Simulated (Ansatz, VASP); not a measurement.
# Ti2Al6H: VASP beside Ansatz

File INCAR:

```
PREC = Accurate ; ENCUT = 520
EDIFF = 1E-6 ; ISMEAR = 0
SIGMA = 0.1 ; LREAL = False
LASPH = True ; NELM = 80
ALGO = Normal ; ISIF = 2
LWAVE = False ; LCHARG = False
LDIPOL = True ; IDIPOL = 3
DIPOL = 0.5 0.5 0.311 ; GGA = PE
IVDW = 12 ; NBANDS = 32
```

File KPOINTS:

```
regular mesh
0
Gamma
  6 6 1
```

File POSCAR:

```
Ti2Al6H
1.0
    5.0241861190      0.0000000000      0.0000000000
    2.1588814530      4.5367033218      0.0000000000
    0.0000000000      0.0000000000     21.2187109014
Al Ti H
6 2 1
Direct
    0.5000000000      0.0000000000      0.1885128658
    0.0000000000      0.5000000000      0.1885128658
    0.0000000000      0.0000000000      0.2517328341
    0.0000000000      0.5000000000      0.3193548961
    0.5000000000      0.0000000000      0.3193548961
    0.5000000000      0.5000000000      0.3826203646
    0.5000000000      0.5000000000      0.2517328341
    0.0000000000      0.0000000000      0.3797002555
    0.6666666667      0.6666666667      0.5145793706
```

Input for Ansatz:

```yaml
crystal:
  lattice:
    - [5.024186119, 0.0, 0.0]
    - [2.158881453, 4.5367033218, 0.0]
    - [0.0, 0.0, 21.2187109014]
  atoms:
    - { symbol: Al, position: [0.5, 0.0, 0.1885128658] }
    - { symbol: Al, position: [0.0, 0.5, 0.1885128658] }
    - { symbol: Ti, position: [0.5, 0.5, 0.2517328341] }
    - { symbol: Al, position: [0.0, 0.0, 0.2517328341] }
    - { symbol: Al, position: [0.0, 0.5, 0.3193548961] }
    - { symbol: Al, position: [0.5, 0.0, 0.3193548961] }
    - { symbol: Ti, position: [0.0, 0.0, 0.3797002555] }
    - { symbol: Al, position: [0.5, 0.5, 0.3826203646] }
    - { symbol: H, position: [0.6666666667, 0.6666666667, 0.5145793706] }
basis:
  ecutwfc: 420
kpoints:
  mp_grid: { grid: [6, 6, 1] }
hamiltonian:
  xc: pbe
  pseudopotentials: { kind: paw, azcp: { folder: soft_1 } }
  dispersion: d3bj
scf:
  occupations: { method: gaussian, width: 0.1 }
output:
  forces: true
  eigenvalues: true
efield:
  axis: 3
  dipole_correction: true
  ramp_width: 0.04
```

Alike in both runs: task single point; functional PBE; dispersion D3(BJ); k mesh 6 × 6 × 1; occupations gaussian, width 0.1 eV; no spin polarisation.

|  | VASP | Ansatz |
| --- | --- | --- |
| version | VASP 6.6.1 | Ansatz 0.2.0 |
| potentials or method | VASP PAW PBE potentials, release 64 (Al, Ti_sv, H), cutoff 520 eV | scalar-relativistic, plane waves, PAW |
| valence electrons in the cell | 43 | 43 |

```tsv
	VASP	Ansatz	Ansatz less VASP
gap on the k mesh at the Fermi level (eV)	none	none	-
rms of the force components (eV/Å)	0.311	0.311	0.0000
```

A gap of «none» marks a metal or a gap that the smearing closes.
